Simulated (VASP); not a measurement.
The system is BeS3.

```xyz
8
Lattice="5.2726 0.0000 0.0000 0.0000 5.2726 0.0000 0.0000 0.0000 5.2726" Properties=species:S:1:pos:R:3 pbc="T T T"
Be    0.0000    0.0000    0.0000
Be    2.6363    2.6363    2.6363
S     0.0000    2.6363    1.3181
S     0.0000    2.6363    3.9544
S     1.3181    0.0000    2.6363
S     3.9544    0.0000    2.6363
S     2.6363    3.9544    0.0000
S     2.6363    1.3181    0.0000
```

```yaml
Program: VASP 6.6.1
Task: relaxation of cell and atoms
Functional: PBE
Potentials_or_basis: VASP PAW PBE potentials, release 64 (Be, S)
Cutoff: 600 eV
k_mesh: 4 × 4 × 4
Occupations: gaussian, width 0.1 eV
Spin: no spin polarisation
```

At the start: pressure -11.9 GPa; volume 18.32 Å³/atom.

Question: Where does the relaxation end?

Answer: Over 3 steps the energy falls by 170.6 meV/atom and the volume is 14.57 Å³/atom (-20.5 %); space group Pm-3n (No. 223, to 0.1 Å) before and after.

The path:
```
step  energy change (eV)  largest force (eV/Å)  pressure (GPa)  volume (Å³)
   1              0.0000                0.0000          -11.90       146.58
   2             -1.3426                0.0000           -2.13       119.57
   3             -1.3645                0.0000           -0.16       116.55
```

Final structure:
```
Be S
1.0
     4.88466    0.00000    0.00000
     0.00000    4.88466    0.00000
     0.00000    0.00000    4.88466
Be S
2 6
Direct
  0.00000 0.00000 0.00000
  0.50000 0.50000 0.50000
  0.00000 0.50000 0.25000
  0.00000 0.50000 0.75000
  0.25000 0.00000 0.50000
  0.75000 0.00000 0.50000
  0.50000 0.75000 0.00000
  0.50000 0.25000 0.00000
```

Caveat: the volume moved by over 15 % at a fixed basis, so the end points are rough.
